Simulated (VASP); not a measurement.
A run of VASP 6.6.1:

Contents of INCAR:

```
SYSTEM = BaTe
PREC = Accurate
ENCUT = 520
EDIFF = 1E-6
ISMEAR = 0
SIGMA = 0.01
LREAL = .False.
LASPH = .True.
NELM = 100
ALGO = Normal
ISIF = 2
LWAVE = .False.
LCHARG = .True.
GGA = PS
LELF = .True.
LVHAR = .True.
NBANDS = 15
```

Contents of KPOINTS:

```
Automatic mesh
0
Gamma
  4 4 4
  0 0 0
```

File POSCAR:

```
BaTe
1.0
    4.2448181569      0.0000000000      0.0000000000
    0.0000000000      4.2448181569      0.0000000000
    0.0000000000      0.0000000000      4.2448181569
Ba Te
1 1
Direct
    0.0000000000      0.0000000000      0.0000000000
    0.5000000000      0.5000000000      0.5000000000
```

Potentials or basis: VASP PAW PBE potentials, release 64 (Ba_sv, Te).

The run is started by

```sh
$ cat potpaw_PBE.64/Ba_sv/POTCAR potpaw_PBE.64/Te/POTCAR > POTCAR
$ mpirun -np 1 vasp_std > vasp.out
```

Hardware: 1 thread of Intel Xeon 8259CL (shared host).

Estimate the wall time of this run.

It took 19 s on 1 thread of Intel Xeon 8259CL (shared host), peak memory 0.18 GiB. Counts: scf iterations 12, k points 10.
